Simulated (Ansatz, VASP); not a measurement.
## Two plane-wave programs on Ni

The input POSCAR:

```
Ni
1.0
    0.0000000000      1.7375729330      1.7375729330
    1.7375729330      0.0000000000      1.7375729330
    1.7375729330      1.7375729330      0.0000000000
Ni
1
Direct
    0.0000000000      0.0000000000      0.0000000000
```

The input INCAR.step1:

```
SYSTEM = Ni
ALGO     = Normal         ! electronic algorithm
EDIFF    = 1E-5           ! SCF threshold, eV
ENCUT    = 520            ! plane-wave cutoff, eV
GGA      = PE             ! functional
ISIF     = 2              ! what is computed and relaxed
ISMEAR   = -1             ! smearing method
ISPIN    = 2              ! spin polarisation
LASPH    = .TRUE.         ! aspherical terms in the spheres
LMAXMIX  = 4              ! l up to which the mixer works
LORBIT   = 11             ! projections on sites
LREAL    = .FALSE.        ! projectors in reciprocal space
LWAVE    = .TRUE.         ! write WAVECAR
MAGMOM   = 1              ! initial moments
NBANDS   = 15             ! bands
NELM     = 150            ! most SCF steps
PREC     = Accurate       ! precision mode
SIGMA    = 0.05           ! smearing width, eV
```

Contents of INCAR.step2:

```
SYSTEM = Ni
AEXX     = 0.2            ! exact-exchange fraction
AGGAC    = 0.81         
AGGAX    = 0.72         
ALDAC    = 0.19         
ALGO     = Normal         ! electronic algorithm
EDIFF    = 1E-6           ! SCF threshold, eV
ENCUT    = 520            ! plane-wave cutoff, eV
GGA      = B3             ! functional
ISIF     = 2              ! what is computed and relaxed
ISMEAR   = -1             ! smearing method
ISPIN    = 2              ! spin polarisation
ISTART   = 1            
LASPH    = .TRUE.         ! aspherical terms in the spheres
LCHARG   = .TRUE.         ! write CHGCAR
LELF     = .TRUE.         ! ELF
LHFCALC  = .TRUE.         ! exact exchange
LMAXMIX  = 4              ! l up to which the mixer works
LORBIT   = 11             ! projections on sites
LREAL    = .FALSE.        ! projectors in reciprocal space
LVHAR    = .TRUE.       
LWAVE    = .FALSE.        ! write WAVECAR
MAGMOM   = 1              ! initial moments
NBANDS   = 15             ! bands
NELM     = 150            ! most SCF steps
PREC     = Accurate       ! precision mode
PRECFOCK = Normal       
SIGMA    = 0.05           ! smearing width, eV
```

KPOINTS

```
k-points
0
G
  7 7 7
  0 0 0
```

File input.yaml:

```yaml
crystal:
  lattice:
    - [0.0, 1.737572933, 1.737572933]
    - [1.737572933, 0.0, 1.737572933]
    - [1.737572933, 1.737572933, 0.0]
  atoms:
    - { symbol: Ni, position: [0.0, 0.0, 0.0], spin: 1.0 }
hamiltonian:
  xc: b3lyp
  pseudopotentials: { kind: paw }
magnetization:
  spin_polarized: true
kpoints:
  mp_grid: { grid: [7, 7, 7] }
scf:
  occupations: { method: fermi_dirac, width: 0.05 }
output:
  forces: true
  stress: true
  eigenvalues: true
  write_density: true
  write_potential: true
  elf: true
  volumetric_format: npy
```

Alike in both runs: task single point; functional B3LYP; k mesh 7 × 7 × 7; occupations fermi-dirac, width 0.05 eV; collinear spin.

|  | VASP | Ansatz |
| --- | --- | --- |
| version | VASP 6.6.1 | Ansatz 0.2.0 |
| potentials or method | VASP PAW PBE potentials, release 64 (Ni) | Ansatz PAW |
| plane-wave cutoff (eV) | 520 | 420 |
| valence electrons in the cell | 10 | 18 |

Ansatz gave:

* gap on the k mesh at the Fermi level (eV): none
* pressure (GPa): 13.2
* net moment per atom (μB): 0.85
* size of the moment on the site where the two differ most (μB): 0.93

Problem. What did VASP give for the same quantities?

Solution. gap on the k mesh at the Fermi level (eV): none; pressure (GPa): 14.0; net moment per atom (μB): 0.85; size of the moment on the site where the two differ most (μB): 0.86.

VASP's potentials were made for PBE, not for B3LYP. Site moments also hang on the region over which each program counts them. A gap of «none» marks a metal or a gap that the smearing closes. VASP's potentials hold 10 valence electrons a cell and Ansatz's 18, so a difference there can come from the potentials and not from the codes.

The k mesh is coarse, so the values compare programs but aren't converged. Noted on Ansatz's run: the magnetic or orbital state may not be the lowest.
